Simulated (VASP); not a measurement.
Runs of VASP 6.6.1 on AlIn2AsP2 (an interface model). The cell holds layers of an interface, 6 atoms: a = 4.012 Å, b = 4.012 Å, c = 10.240 Å, α = 90.00°, β = 90.00°, γ = 120.00°. 

```tsv
level	k mesh	smearing	gap on the mesh (eV)	pressure (GPa)	largest force (eV/Å)
PBEsol	4 × 4 × 2	fermi-dirac 0.05 eV	0.54	4.0	3.13
PBEsol	1 × 1 × 1, shifted	fermi-dirac 0.05 eV	2.07	(a)	3.16
PBEsol	4 × 4 × 2	gaussian 0.01 eV	0.54	4.0	3.13
PBEsol+D4	4 × 4 × 2	fermi-dirac 0.05 eV	0.54	2.8	3.13
```

Alike in all rows: task single point; potentials or basis VASP PAW PBE potentials, release 64 (In_d, P, Al, As); no spin polarisation; cell as given; cutoff (eV) 520.

Q: Estimate the missing entries.

A: (a) 0.6.

Caveats: all runs use coarse meshes; the PAW data sets were made with another functional, which shifts forces and pressure a little; spin-orbit coupling is left out, which moves the levels of the heavy elements.

A k mesh can miss the band edges, and the runs leave out spin-orbit coupling on As, In.
